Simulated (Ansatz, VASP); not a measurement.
Two plane-wave programs on BP

Contents of POSCAR:

```
BP
1.0
    0.0000000000      2.2907755053      2.2907755053
    2.2907755053      0.0000000000      2.2907755053
    2.2907755053      2.2907755053      0.0000000000
B P
1 1
Direct
    0.0000000000      0.0000000000      0.0000000000
    0.2500000000      0.2500000000      0.2500000000
```

INCAR.step1

```
SYSTEM = BP
  PREC = Accurate
  ENCUT = 550
  ISMEAR = 0
  SIGMA = 0.01
  LREAL = .False.
  LASPH = .True.
  NELM = 120
  NBANDS = 11
  GGA = PE
  ALGO = Normal
  EDIFF = 1E-5
  LWAVE = .True.
  LCHARG = .False.
  GGA_COMPAT = .False.
```

File INCAR.step2:

```
SYSTEM = BP
  PREC = Accurate
  ENCUT = 550
  EDIFF = 1E-6
  ISMEAR = 0
  SIGMA = 0.01
  LREAL = .False.
  LASPH = .True.
  NELM = 120
  ALGO = Normal
  ISIF = 2
  LWAVE = .False.
  LCHARG = .True.
  METAGGA = R2SCAN
  LMIXTAU = .True.
  LELF = .True.
  LVHAR = .True.
  NBANDS = 11
  ISTART = 1
  GGA_COMPAT = .False.
```

File KPOINTS:

```
regular mesh
0
Gamma
  8 8 8
  0 0 0
```

Input for Ansatz:

```yaml
crystal:
  lattice:
    - [0.0, 2.2907755053, 2.2907755053]
    - [2.2907755053, 0.0, 2.2907755053]
    - [2.2907755053, 2.2907755053, 0.0]
  atoms:
    - { symbol: B, position: [0.0, 0.0, 0.0] }
    - { symbol: P, position: [0.25, 0.25, 0.25] }
kpoints:
  mp_grid: { grid: [8, 8, 8] }
hamiltonian:
  xc: r2scan
scf:
  occupations: { method: fixed }
  n_extra_bands: 4
output:
  forces: true
  stress: true
  eigenvalues: true
```

Alike in both runs: task single point; functional r2SCAN; k mesh 8 × 8 × 8; no spin polarisation.

|  | VASP | Ansatz |
| --- | --- | --- |
| version | VASP 6.6.1 | Ansatz 0.2.0 |
| potentials or method | VASP PAW PBE potentials, release 64 (B, P) | plane waves, PAW |
| plane-wave cutoff (eV) | 550 | 500 |
| occupations | gaussian, width 0.01 eV | fixed |
| valence electrons in the cell | 8 | 8 |

|  | VASP | Ansatz | Ansatz less VASP |
| --- | --- | --- | --- |
| gap on the k mesh at the Fermi level (eV) | 1.51 | 1.48 | -0.030 |
| pressure (GPa) | -5.2 | -4.7 | +0.48 |

VASP's potentials were made for PBE, not for r2SCAN.
